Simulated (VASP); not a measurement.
# GaSb2 (P6/mmm) in VASP: a series of runs

Runs on GaSb2. Level: PBE. Tasks: single point, relaxation of cell and atoms.

Program: VASP 6.6.1. These are calculated values, not measurements. Logs are shortened: lines on timing, memory, paths and dates and some standing lists are left out, and cuts for length are marked.

## 1. The cell of the first run

The structure is hexagonal, space group P6/mmm (No. 191). The conventional cell has a = 3.333 Å, b = 3.333 Å, c = 8.427 Å, α = 90.00°, β = 90.00°, γ = 120.00°. Ga (site symmetry 6/mmm) has 2 Sb at 2.83 Å and 6 Ga at 3.33 Å within 3.7 Å. Within 3.7 Å of Sb (site symmetry 6mm) lie 7 Sb at 2.78 to 3.33 Å and 1 Ga at 2.83 Å.

The cell was built from a structure type or drawn by symmetry, and may not be a known phase.

## 2. Single point, PBE

Contents of INCAR:

```
PREC = Accurate ; ENCUT = 520
EDIFF = 1E-7 ; ISMEAR = 0
SIGMA = 0.1 ; LREAL = F
LASPH = T ; NELM = 80
ALGO = Normal ; ISIF = 2
LWAVE = F ; LCHARG = F
GGA = PE ; NBANDS = 18
```

Contents of KPOINTS:

```
Automatic mesh
0
Gamma
  6 6 2
```

Contents of POSCAR:

```
GaSb2
1.0
    3.3334311900      0.0000000000      0.0000000000
   -1.6667155900      2.8868360900      0.0000000000
    0.0000000000      0.0000000000      8.4271885400
Ga Sb
1 2
Direct
    0.0000000000      0.0000000000      0.5000000000
    0.0000000000      0.0000000000      0.8352927100
    0.0000000000      0.0000000000      0.1647072900
```

Potentials or basis: VASP PAW PBE potentials, release 64 (Ga_d, Sb).

Command:

```
$ cat potpaw_PBE.64/Ga_d/POTCAR potpaw_PBE.64/Sb/POTCAR > POTCAR
$ mpirun -np 1 vasp_std > vasp.out
```

OUTCAR:

```text
PREC = Accurate
   ENCUT = 520
   EDIFF = 1E-7
   ISMEAR = 0
   LREAL = F
   LASPH = T
   NELM = 80
   ISIF = 2
   GGA = PE

 ion  position               nearest neighbor table
   1  0.000  0.000  0.500-   2 2.83   3 2.83
   2  0.000  0.000  0.835-   3 2.78   1 2.83
   3  0.000  0.000  0.165-   2 2.78   1 2.83

  LATTYP: Found a hexagonal cell.
 ALAT       =     3.3334311900
 C/A-ratio  =     2.5280823451

  Lattice vectors:

 A1 = (   3.3334311900,   0.0000000000,   0.0000000000)
 A2 = (  -1.6667155900,   2.8868360900,   0.0000000000)
 A3 = (   0.0000000000,   0.0000000000,   8.4271885400)

Analysis of symmetry for initial positions (statically):
=====================================================================
 Subroutine PRICEL returns:
 Original cell was already a primitive cell.

 Routine SETGRP: Setting up the symmetry group for a
 hexagonal supercell.

 Subroutine GETGRP returns: Found 24 space group operations
 (whereof 24 operations were pure point group operations)
 out of a pool of 24 trial point group operations.

The static configuration has the point symmetry D_6h.

Analysis of symmetry for dynamics (positions and initial velocities):
=====================================================================
 Subroutine PRICEL returns:
 Original cell was already a primitive cell.

 Routine SETGRP: Setting up the symmetry group for a
 hexagonal supercell.

 Subroutine GETGRP returns: Found 24 space group operations
 (whereof 24 operations were pure point group operations)
 out of a pool of 24 trial point group operations.

The dynamic configuration has the point symmetry D_6h.

 Subroutine INISYM returns: Found 24 space group operations
 (whereof 24 operations are pure point group operations),
 and found     1 'primitive' translations

----------------------------------------------------------------------------------------

                                     Primitive cell

  volume of cell :      81.0954

  direct lattice vectors                    reciprocal lattice vectors
     3.333431190  0.000000000  0.000000000     0.299991193  0.173199996  0.000000000
    -1.666715590  2.886836090  0.000000000     0.000000000  0.346399993  0.000000000
     0.000000000  0.000000000  8.427188540     0.000000000  0.000000000  0.118663537

  length of vectors
[... 71 lines left out ...]
   ENCUT  =  520.0 eV  38.22 Ry    6.18 a.u.   6.20  6.20 15.67*2*pi/ulx,y,z
   NELM   =     80;   NELMIN=  2; NELMDL= -5     # of ELM steps
   EDIFF  = 0.1E-06   stopping-criterion for ELM
   LREAL  =      F    real-space projection
   EDIFFG = 0.1E-05   stopping-criterion for IOM
   NSW    =      0    number of steps for IOM
   IBRION =     -1    ionic relax: 0-MD 1-quasi-New 2-CG
   NFREE  =      0    steps in history (QN), initial steepest desc. (CG)
   ISIF   =      2    stress and relaxation
   ISYM   =      2    0-nonsym 1-usesym 2-fastsym
   POTIM  = 0.5000    time-step for ionic-motion
   TEBEG  =    0.0;   TEEND  =   0.0 temperature during run
   PSTRESS=    0.0 pullay stress
   NELECT =      23.0000    total number of electrons
   NUPDOWN=      -1.0000    fix difference up-down
   EMIN   =  10.00;   EMAX   =-10.00  energy-range for DOS
   EFERMI =   0.00;   METHOD = LEGACY
   ISMEAR =     0;   SIGMA  =   0.10  broadening in eV -4-tet -1-fermi 0-gaus
   EFERMI_NEDOS =   21; number of points for ismear=-14 and -15
   IALGO  =     38    algorithm
   IMIX   =      4    mixing-type and parameters
     AMIX     =   0.40;   BMIX     =  1.00
     AMIX_MAG =   1.60;   BMIX_MAG =  1.00
  volume/ion in A,a.u.               =      27.03       182.42
  Fermi-wavevector in a.u.,A,eV,Ry     =   1.075603  2.032595 15.740876  1.156922
  Thomas-Fermi vector in A             =   2.211464
   LORBIT       =      0    0 simple, 1 ext, 2 COOP (PROOUT), +10 PAW based schemes
   GGA     = PE    functional components
   LHFCALC =     F    Hartree Fock is set to
   AEXX    =    0.0000 exact exchange contribution
   IVDW    =     0    specifies the selected vdW correction
   LEPSILON=     F    determine dielectric tensor
   LRPA    =     F    only Hartree local field effects (RPA)
 non-spin polarized calculation
 Gauss-broadening in eV      SIGMA  =   0.10
  energy-cutoff  :      520.00
  volume of cell :       81.10
 maximum number of plane-waves:      2216
 NGX is ok and might be reduce to    28
   NGX = 13   NGY = 13   NGZ = 31

 number of electron      22.9999998 magnetization

 Free energy of the ion-electron system (eV)
  ---------------------------------------------------
  ext. energy  EPLUGINS =         0.00000000
  ---------------------------------------------------
  free energy    TOTEN  =       -10.19209133 eV

  energy without entropy =      -10.16869407  energy(sigma->0) =      -10.18039270

 E-fermi :   6.7246     XC(G=0):  -9.8591

 val. band max:        6.6878183485   @ k =   0.3333   0.1667   0.5000
 cond. band min:       6.7450676084   @ k =   0.5000   0.0000   0.0000
 fundamental gap:      0.0572492599
 Fermi energy:         6.7245814747

 k-point     1 :       0.0000    0.0000    0.0000
  band No.  band energies     occupation
      1      -8.3880      2.00000
      2      -8.3191      2.00000
      3      -8.3191      2.00000
      4      -8.2739      2.00000
      5      -8.2739      2.00000
      6      -6.1041      2.00000
[... 271 lines left out ...]
      5      -8.2840      2.00000
      6      -2.6119      2.00000
[... 10 lines left out ...]
     17      10.8227      0.00000
     18      12.1412      0.00000

------------------------ aborting loop because EDIFF is reached ----------------------------------------

  FORCE on cell =-STRESS in cart. coord.  units (eV):
  Direction    XX          YY          ZZ          XY          YZ          ZX
  --------------------------------------------------------------------------------------
  -------------------------------------------------------------------------------------
  Total       -2.6366599     -2.6366599      5.6470565     -0.0000000      0.0000000      0.0000000
  in kB      -52.0916808    -52.0916808    111.5671610     -0.0000001      0.0000000      0.0000000
  external PRESSURE =       2.4612665 kB  Pullay stress =       0.0000000 kB

 VOLUME and BASIS-vectors are now :
 -----------------------------------------------------------------------------
  energy-cutoff  :      520.00
  volume of cell :       81.10
      direct lattice vectors                 reciprocal lattice vectors
     3.333431190  0.000000000  0.000000000     0.299991193  0.173199996  0.000000000
    -1.666715590  2.886836090  0.000000000     0.000000000  0.346399993  0.000000000
     0.000000000  0.000000000  8.427188540     0.000000000  0.000000000  0.118663537

 POSITION                                       TOTAL-FORCE (eV/Angst)
 -----------------------------------------------------------------------------------
      0.00000      0.00000      4.21359         0.000000     -0.000000      0.000000
      0.00000      0.00000      7.03917        -0.000000     -0.000000     -1.369007
      0.00000      0.00000      1.38802         0.000000      0.000000      1.369007
 -----------------------------------------------------------------------------------
    total drift:                               -0.000000     -0.000000      0.000000

  FREE ENERGIE OF THE ION-ELECTRON SYSTEM (eV)
  ---------------------------------------------------
  free  energy   TOTEN  =       -10.1920913328 eV

  energy  without entropy=      -10.1686940680  energy(sigma->0) =      -10.18039270
```

OSZICAR:

```text
N       E                     dE             d eps       ncg     rms          rms(c)
DAV:   1     0.124520569899E+03    0.12452E+03   -0.99532E+03   508   0.141E+03
DAV:   2    -0.356897832533E+00   -0.12488E+03   -0.12124E+03   626   0.314E+02
DAV:   3    -0.100332367968E+02   -0.96763E+01   -0.95709E+01   634   0.767E+01
DAV:   4    -0.102490538180E+02   -0.21582E+00   -0.21532E+00   588   0.119E+01
DAV:   5    -0.102539829913E+02   -0.49292E-02   -0.49276E-02   696   0.175E+00    0.310E+00
DAV:   6    -0.102015708549E+02    0.52412E-01   -0.39308E-01   538   0.237E+00    0.185E+00
DAV:   7    -0.101954503570E+02    0.61205E-02   -0.53482E-02   648   0.183E+00    0.935E-01
DAV:   8    -0.101921479948E+02    0.33024E-02   -0.26422E-02   566   0.728E-01    0.116E-01
DAV:   9    -0.101921058726E+02    0.42122E-04   -0.32473E-03   608   0.439E-01    0.667E-02
DAV:  10    -0.101920808081E+02    0.25064E-04   -0.17805E-04   574   0.779E-02    0.285E-02
DAV:  11    -0.101920911513E+02   -0.10343E-04   -0.29940E-05   628   0.418E-02    0.466E-03
DAV:  12    -0.101920921095E+02   -0.95814E-06   -0.20190E-06   596   0.904E-03    0.510E-03
DAV:  13    -0.101920913448E+02    0.76469E-06   -0.52066E-07   626   0.416E-03    0.673E-04
DAV:  14    -0.101920913328E+02    0.11998E-07   -0.41096E-08   318   0.137E-03
   1 F= -.10192091E+02 E0= -.10180393E+02  d E =-.233973E-01
```

stdout:

```text
POSCAR found type information on POSCAR GaSb
 POSCAR found :  2 types and       3 ions
 scaLAPACK will be used
 LDA part: xc-table for (Slater+PW92), standard interpolation
 POSCAR, INCAR and KPOINTS ok, starting setup
 FFT: planning ... GRIDC
 FFT: planning ... GRID_SOFT
 FFT: planning ... GRID
 WAVECAR not read
 entering main loop
```

Wall time 55 s (1 thread of Intel Xeon 8259CL, shared host); peak memory 0.22 GiB.

What came out:

```yaml
Free_energy: -10.1921 eV
Pressure: 0.2 GPa
Largest_force: 1.369 eV/Å
Band_gap_on_the_k_mesh: zero (an odd number of electrons rules out a gap without spin polarisation)
```

Forces on the atoms (eV/Å):
```
Ga   0.000  0.000  0.000
Sb   0.000  0.000 -1.369
Sb   0.000  0.000  1.369
```

Levels at points of the mesh, in eV from the Fermi level:
```
           k point  band 7  band 8  band 9  band 10  band 11  band 12  band 13  band 14  band 15  band 16
(0.00, 0.00, 0.00)  -10.84   -8.17   -2.83    -1.98     3.55     3.55     5.35     5.35     6.89     7.69
(0.50, 0.00, 0.00)   -7.76   -5.72   -5.21    -4.03    -1.65     0.02     0.75     0.82     2.54     4.64
(0.00, 0.00, 0.50)  -11.10   -7.01   -5.56     2.04     2.88     3.65     3.65     5.05     5.05     8.16
(0.50, 0.00, 0.50)   -8.02   -5.62   -4.34    -3.68    -3.15    -1.08     0.91     2.26     2.76     4.77
```

Caveat: the k points lie up to 0.37 Å⁻¹ apart, too coarse for converged energies and pressures of a metal; spin-orbit coupling is left out, which moves the levels of the heavy elements; forces of over 1 eV/Å act on the atoms, so gaps and moduli don't describe the material at rest.

(Part 1 of 2 ends here.)
